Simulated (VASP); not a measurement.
# SnO2 in VASP: a series of runs

The runs below take SnO2 through single point, with PBE.

Program: VASP 6.6.1. These are calculated values, not measurements. Logs are shortened: lines on timing, memory, paths and dates and some standing lists are left out, and cuts for length are marked.

### Step 1. The cell of the first run

Symmetry: R3m, No. 160, trigonal system. The conventional cell has a = 3.243 Å, b = 3.243 Å, c = 14.009 Å, α = 90.00°, β = 90.00°, γ = 120.00°. Within 2.8 Å of Sn (site symmetry 3m) lie 6 O at 2.12 to 2.14 Å. Within 2.8 Å of O (site symmetry 3m) lie 3 Sn at 2.14 Å and 3 O at 2.77 Å. Within 2.8 Å of O (site symmetry 3m) lie 3 Sn at 2.12 Å and 3 O at 2.77 Å.

### Step 2. Single point, PBE (strained and its atoms moved)

Input file INCAR:

```
SYSTEM = SnO2
PREC = Accurate ; ENCUT = 520
EDIFF = 1E-7 ; ISMEAR = 0
SIGMA = 0.02 ; LREAL = .FALSE.
LASPH = .TRUE. ; NELM = 100
ALGO = Normal ; ISIF = 2
LWAVE = .FALSE. ; LCHARG = .FALSE.
GGA = PE ; NBANDS = 20
```

Input file KPOINTS:

```
Automatic mesh
0
G
  12 12 12
  0 0 0
```

Input file POSCAR:

```
SnO2
1.0
    1.6214915684      0.9361685935      4.6696324183
   -1.6214915684      0.9361685935      4.6696324183
    0.0000000000     -1.8723371870      4.6696324183
Sn O
1 2
Direct
    0.4990497669      0.4990497669      0.4990497669
    0.2400599876      0.2400599876      0.2400599876
    0.7608902455      0.7608902455      0.7608902455
```

Potentials or basis: VASP PAW PBE potentials, release 64 (Sn_d, O).

Started as:

```console
cat potpaw_PBE.64/Sn_d/POTCAR potpaw_PBE.64/O/POTCAR > POTCAR
mpirun -np 1 vasp_std > vasp.out
```

OUTCAR:

```text
SYSTEM = SnO2
   PREC = Accurate
   ENCUT = 520
   EDIFF = 1E-7
   ISMEAR = 0
   LREAL = .FALSE.
   LASPH = .TRUE.
   NELM = 100
   ISIF = 2
   GGA = PE

 ion  position               nearest neighbor table
   1  0.499  0.499  0.499-   3 2.12   3 2.12   3 2.12   2 2.14   2 2.14   2 2.14
   2  0.240  0.240  0.240-   1 2.14   1 2.14   1 2.14
   3  0.761  0.761  0.761-   1 2.12   1 2.12   1 2.12

  LATTYP: Found a trigonal (rhomboedric) cell.
 ALAT       =     5.0310151524
 COS(alpha) =     0.7922466027

  Lattice vectors:

 A1 = (   1.6214915684,   0.9361685935,   4.6696324183)
 A2 = (  -1.6214915684,   0.9361685935,   4.6696324183)
 A3 = (   0.0000000000,  -1.8723371870,   4.6696324183)

Analysis of symmetry for initial positions (statically):
=====================================================================
 Subroutine PRICEL returns:
 Original cell was already a primitive cell.

 Routine SETGRP: Setting up the symmetry group for a
 trigonal (rhombohedral) supercell.

 Subroutine GETGRP returns: Found  6 space group operations
 (whereof  6 operations were pure point group operations)
 out of a pool of 12 trial point group operations.

The static configuration has the point symmetry C_3v.

Analysis of symmetry for dynamics (positions and initial velocities):
=====================================================================
 Subroutine PRICEL returns:
 Original cell was already a primitive cell.

 Routine SETGRP: Setting up the symmetry group for a
 trigonal (rhombohedral) supercell.

 Subroutine GETGRP returns: Found  6 space group operations
 (whereof  6 operations were pure point group operations)
 out of a pool of 12 trial point group operations.

The dynamic configuration has the point symmetry C_3v.

 Subroutine INISYM returns: Found  6 space group operations
 (whereof  6 operations are pure point group operations),
 and found     1 'primitive' translations

----------------------------------------------------------------------------------------

                                     Primitive cell

  volume of cell :      42.5307

  direct lattice vectors                    reciprocal lattice vectors
     1.621491568  0.936168594  4.669632418     0.308358063  0.178030611  0.071383206
    -1.621491568  0.936168594  4.669632418    -0.308358063  0.178030611  0.071383206
     0.000000000 -1.872337187  4.669632418     0.000000000 -0.356061222  0.071383206

  length of vectors
     5.031015152  5.031015152  5.031015152     0.363146191  0.363146191  0.363146191

[... 76 lines left out ...]
   ISPIN  =      1    spin polarized calculation?
   LNONCOLLINEAR =      F non collinear calculations
   LSORBIT =      F    spin-orbit coupling
   LASPH  =      T    aspherical Exc in radial PAW
   ENCUT  =  520.0 eV  38.22 Ry    6.18 a.u.   9.35  9.35  9.35*2*pi/ulx,y,z
   NELM   =    100;   NELMIN=  2; NELMDL= -5     # of ELM steps
   EDIFF  = 0.1E-06   stopping-criterion for ELM
   LREAL  =      F    real-space projection
   EDIFFG = 0.1E-05   stopping-criterion for IOM
   NSW    =      0    number of steps for IOM
   IBRION =     -1    ionic relax: 0-MD 1-quasi-New 2-CG
   NFREE  =      0    steps in history (QN), initial steepest desc. (CG)
   ISIF   =      2    stress and relaxation
   ISYM   =      2    0-nonsym 1-usesym 2-fastsym
   POTIM  = 0.5000    time-step for ionic-motion
   TEBEG  =    0.0;   TEEND  =   0.0 temperature during run
   PSTRESS=    0.0 pullay stress
   NELECT =      26.0000    total number of electrons
   NUPDOWN=      -1.0000    fix difference up-down
   EMIN   =  10.00;   EMAX   =-10.00  energy-range for DOS
   EFERMI =   0.00;   METHOD = LEGACY
   ISMEAR =     0;   SIGMA  =   0.02  broadening in eV -4-tet -1-fermi 0-gaus
   EFERMI_NEDOS =   21; number of points for ismear=-14 and -15
   IALGO  =     38    algorithm
   IMIX   =      4    mixing-type and parameters
     AMIX     =   0.40;   BMIX     =  1.00
     AMIX_MAG =   1.60;   BMIX_MAG =  1.00
  volume/ion in A,a.u.               =      14.18        95.67
  Fermi-wavevector in a.u.,A,eV,Ry     =   1.389414  2.625612 26.265661  1.930472
  Thomas-Fermi vector in A             =   2.513447
   LORBIT       =      0    0 simple, 1 ext, 2 COOP (PROOUT), +10 PAW based schemes
   GGA     = PE    functional components
   LHFCALC =     F    Hartree Fock is set to
   AEXX    =    0.0000 exact exchange contribution
   IVDW    =     0    specifies the selected vdW correction
   LEPSILON=     F    determine dielectric tensor
   LRPA    =     F    only Hartree local field effects (RPA)
 non-spin polarized calculation
 Gauss-broadening in eV      SIGMA  =   0.02
  energy-cutoff  :      520.00
  volume of cell :       42.53
 maximum number of plane-waves:      1160
 NGX is ok and might be reduce to    40
   NGX = 19   NGY = 19   NGZ = 19

 number of electron      25.9999997 magnetization

 Free energy of the ion-electron system (eV)
  ---------------------------------------------------
  ext. energy  EPLUGINS =         0.00000000
  ---------------------------------------------------
  free energy    TOTEN  =       -18.19071275 eV

  energy without entropy =      -18.19071275  energy(sigma->0) =      -18.19071275

 E-fermi :   3.8225     XC(G=0): -10.1646

 val. band max:        3.6211571273   @ k =  -0.0833   0.0833   0.0000
 cond. band min:       5.3774309608   @ k =   0.0000   0.0000   0.0000
 fundamental gap:      1.7562738335
 Fermi energy:         3.8224867587

 k-point     1 :       0.0000    0.0000    0.0000
  band No.  band energies     occupation
      1     -16.4366      2.00000
      2     -16.2425      2.00000
      3     -16.2425      2.00000
      4     -16.0758      2.00000
      5     -16.0758      2.00000
      6     -14.3382      2.00000
[... 541 lines left out ...]
     19      16.9401      0.00000
     20      17.9938      0.00000

 [... further k-points ...]
[... 5 lines left out ...]
  --------------------------------------------------------------------------------------
  -------------------------------------------------------------------------------------
  Total       -0.2793425     -0.2793425     -0.3884245     -0.0000000      0.0000000     -0.0000000
  in kB      -10.5231288    -10.5231288    -14.6323623     -0.0000000      0.0000000     -0.0000000
  external PRESSURE =     -11.8928733 kB  Pullay stress =       0.0000000 kB

 VOLUME and BASIS-vectors are now :
 -----------------------------------------------------------------------------
  energy-cutoff  :      520.00
  volume of cell :       42.53
      direct lattice vectors                 reciprocal lattice vectors
     1.621491568  0.936168594  4.669632418     0.308358063  0.178030611  0.071383206
    -1.621491568  0.936168594  4.669632418    -0.308358063  0.178030611  0.071383206
     0.000000000 -1.872337187  4.669632418     0.000000000 -0.356061222  0.071383206

 POSITION                                       TOTAL-FORCE (eV/Angst)
 -----------------------------------------------------------------------------------
      0.00000      0.00000      6.99114         0.000000     -0.000000      0.365117
      0.00000      0.00000      3.36298         0.000000      0.000000     -0.423743
      0.00000      0.00000     10.65923         0.000000     -0.000000      0.058626
 -----------------------------------------------------------------------------------
    total drift:                               -0.000000     -0.000000      0.000072

  FREE ENERGIE OF THE ION-ELECTRON SYSTEM (eV)
  ---------------------------------------------------
  free  energy   TOTEN  =       -18.1907127515 eV

  energy  without entropy=      -18.1907127515  energy(sigma->0) =      -18.19071275
```

stdout:

```text
POSCAR found type information on POSCAR SnO
 POSCAR found :  2 types and       3 ions
 scaLAPACK will be used
 LDA part: xc-table for (Slater+PW92), standard interpolation
 POSCAR, INCAR and KPOINTS ok, starting setup
 FFT: planning ... GRIDC
 FFT: planning ... GRID_SOFT
 FFT: planning ... GRID
 WAVECAR not read
 entering main loop
```

Run time: 3.4 min. Hardware: 1 thread of AMD EPYC 9R45 (Zen 5), shared host; peak memory 0.3 GiB.

What came out:

```yaml
Free_energy: -18.1907 eV
Pressure: -1.2 GPa
Largest_force: 0.424 eV/Å
Band_gap_on_the_k_mesh: 1.76 eV (least direct gap 1.80 eV)
```

Forces on the atoms (eV/Å):
```
Sn   0.000  0.000  0.365
O    0.000  0.000 -0.424
O    0.000  0.000  0.059
```

Stress tensor (GPa, compression positive):
```
-1.05  0.00  0.00
 0.00 -1.05  0.00
 0.00  0.00 -1.46
```

Caveat: the cell differs from its parent crystal (strained and its atoms moved); spin-orbit coupling is left out, which moves the levels of the heavy elements. A k mesh can miss the band edges.

### Step 3. Single point, PBE (strained)

Input file INCAR:

```
SYSTEM = SnO2
PREC = Accurate
ENCUT = 520
EDIFF = 1E-7
ISMEAR = 0
SIGMA = 0.02
LREAL = .False.
LASPH = .True.
NELM = 80
ALGO = Normal
ISIF = 2
LWAVE = .False.
LCHARG = .False.
GGA = PE
NBANDS = 20
```

Input file KPOINTS:

```
Automatic mesh
0
Gamma
  12 12 12
  0 0 0
```

Input file POSCAR:

```
SnO2
1.0
    1.5855112474      0.9153953455      5.1388903434
   -1.5855112474      0.9153953455      5.1388903434
    0.0000000000     -1.8307906911      5.1388903434
Sn O
1 2
Direct
    0.5000000000      0.5000000000      0.5000000000
    0.2320675263      0.2320675263      0.2320675263
    0.7679324737      0.7679324737      0.7679324737
```

Potentials or basis: VASP PAW PBE potentials, release 64 (Sn_d, O).

Started as:

```console
cat potpaw_PBE.64/Sn_d/POTCAR potpaw_PBE.64/O/POTCAR > POTCAR
mpirun -np 1 vasp_std > vasp.out
```

Run time: 4.6 min. Hardware: 1 thread of AMD EPYC 9R45 (Zen 5), shared host; peak memory 0.32 GiB.

It converged, with:

```yaml
Free_energy: -18.1454 eV
Pressure: 7.3 GPa
Largest_force: 0.464 eV/Å
Band_gap_on_the_k_mesh: 2.48 eV (least direct gap 2.80 eV)
```

Forces in eV/Å, atoms in the order of the input:
```
Sn   0.000  0.000  0.000
O    0.000  0.000  0.464
O    0.000  0.000 -0.464
```

Stress tensor (GPa, compression positive):
```
9.34 0.00 0.00
0.00 9.34 0.00
0.00 0.00 3.11
```

Levels at points of the mesh, in eV from the valence-band top:
| k point | band 11 | band 12 | band 13 | band 14 | band 15 | band 16 |
| --- | --- | --- | --- | --- | --- | --- |
| (0.00, 0.00, 0.00) | -0.75 | -0.75 | -0.32 | 2.48 | 6.08 | 10.99 |
| (0.50, 0.00, 0.00) | -1.38 | -0.45 | -0.37 | 5.83 | 7.95 | 10.54 |
| (0.50, 0.50, 0.00) | -1.23 | -0.39 | -0.05 | 5.66 | 7.33 | 11.14 |
| (0.50, 0.50, 0.50) | -1.08 | -0.73 | -0.73 | 3.39 | 5.93 | 10.99 |

Caveat: the cell differs from its parent crystal (strained); the cell stands under pressure; spin-orbit coupling is left out, which moves the levels of the heavy elements.

[end of part 1 of 2]
